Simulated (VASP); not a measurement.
# Nb: single point with revPBE

Nb:

```
CELL_PARAMETERS angstrom
-1.68218 1.68218 1.68218
1.68218 -1.68218 1.68218
1.68218 1.68218 -1.68218
ATOMIC_POSITIONS crystal
Nb 0.00000 0.00000 0.00000
```

```yaml
Program: VASP 6.6.1
Task: single point
Functional: revPBE
Potentials_or_basis: VASP PAW PBE potentials, release 64 (Nb_sv)
Cutoff: 520 eV
k_mesh: 22 × 22 × 22
Occupations: fermi-dirac, width 0.05 eV
Spin: collinear spin
Starting_moments: "[1.0] μB"
```

| Item | Value |
| --- | --- |
| Pressure | -5.9 GPa |
| Net moment | 0.00 μB per cell |
| Valence electrons inside the program's atomic spheres | Nb 10.64 |

Levels at points of the mesh, in eV from the Fermi level:
Spin up:
| k point | band 4 | band 5 | band 6 | band 7 | band 8 | band 9 |
| --- | --- | --- | --- | --- | --- | --- |
| (0.00, 0.00, 0.00) | -29.87 | -5.82 | 0.39 | 0.39 | 0.39 | 3.12 |
| (0.50, 0.00, 0.00) | -29.87 | -3.49 | -1.49 | 2.03 | 3.12 | 3.75 |
| (0.50, 0.50, 0.50) | -30.65 | -3.40 | -3.40 | 5.23 | 5.23 | 5.23 |
Spin down:
```csv
k point,band 3,band 4,band 5,band 6,band 7,band 8,band 9,band 10
"(0.00, 0.00, 0.00)",-29.87,-29.87,-5.82,0.39,0.39,0.39,3.12,3.12
"(0.50, 0.00, 0.00)",-30.23,-29.87,-3.49,-1.49,2.03,3.12,3.75,5.93
"(0.50, 0.50, 0.50)",-30.65,-30.65,-3.40,-3.40,5.23,5.23,5.23,8.63
```

It took 2.9 min on 1 thread of Intel Xeon 8259CL, with other jobs on the host, peak memory 0.27 GiB.

Caveat: the cell stands under tension; the PAW data sets were made with another functional, which shifts forces and pressure a little.
